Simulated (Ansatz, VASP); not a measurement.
Ta2N in VASP and in Ansatz

File INCAR:

```
SYSTEM = Ta2N
  PREC = Accurate
  ENCUT = 520
  EDIFF = 1E-6
  ISMEAR = 0
  SIGMA = 0.15
  LREAL = .FALSE.
  LASPH = .TRUE.
  NELM = 100
  ALGO = Normal
  ISIF = 2
  LWAVE = .FALSE.
  LCHARG = .FALSE.
  GGA = PE
  NBANDS = 20
```

KPOINTS

```
regular mesh
0
G
  18 18 10
  0 0 0
```

The input POSCAR:

```
Ta2N
1.0
    3.1011400584      0.0000000000      0.0000000000
   -1.5505700292      2.6588094106      0.0000000000
    0.0000000000      0.0000000000      4.8818900414
Ta N
2 1
Direct
    0.6666666667      0.3333333333      0.7449050326
    0.3333333333      0.6666666667      0.2550949674
    0.0000000000      0.0000000000      0.0000000000
```

Input for Ansatz:

```yaml
crystal:
  lattice:
    - [3.1011400584, 0.0, 0.0]
    - [-1.5505700292, 2.6588094106, 0.0]
    - [0.0, 0.0, 4.8818900414]
  atoms:
    - { symbol: Ta, position: [0.6666666667, 0.3333333333, 0.7449050326] }
    - { symbol: Ta, position: [0.3333333333, 0.6666666667, 0.2550949674] }
    - { symbol: "N", position: [0.0, 0.0, 0.0] }
basis:
  ecutwfc: 420
kpoints:
  mp_grid: { grid: [18, 18, 10] }
hamiltonian:
  xc: pbe
scf:
  occupations: { method: gaussian, width: 0.15 }
output:
  forces: true
  stress: true
  eigenvalues: true
```

Change from the starting cell: strain -0.0100 x Voigt [0, 1, 0, 0, 0, 0], atoms carried along.

Alike in both runs: task single point; functional PBE; k mesh 18 × 18 × 10; occupations gaussian, width 0.15 eV; no spin polarisation.

|  | VASP | Ansatz |
| --- | --- | --- |
| version | VASP 6.6.1 | Ansatz 0.2.0 |
| potentials or method | VASP PAW PBE potentials, release 64 (Ta_pv, N), cutoff 520 eV | scalar-relativistic, plane waves, PAW |
| valence electrons in the cell | 27 | 31 |

Ansatz gave:

```
gap on the k mesh at the Fermi level (eV)                     : none
pressure (GPa)                                                : 2.9
traceless stress, the component that is largest in VASP (GPa) : 1.83
rms of the force components (eV/Å)                            : 0.042
```

Estimate VASP's values.

gap on the k mesh at the Fermi level (eV): none; pressure (GPa): 3.4; traceless stress, the component that is largest in VASP (GPa): 1.86; rms of the force components (eV/Å): 0.064.

Atom by atom the forces differ by 0.023 eV/Å (rms over components). A gap of «none» marks a metal or a gap that the smearing closes. VASP's potentials hold 27 valence electrons a cell and Ansatz's 31, so a difference there can come from the potentials and not from the codes.

Neither program's run includes spin-orbit coupling.
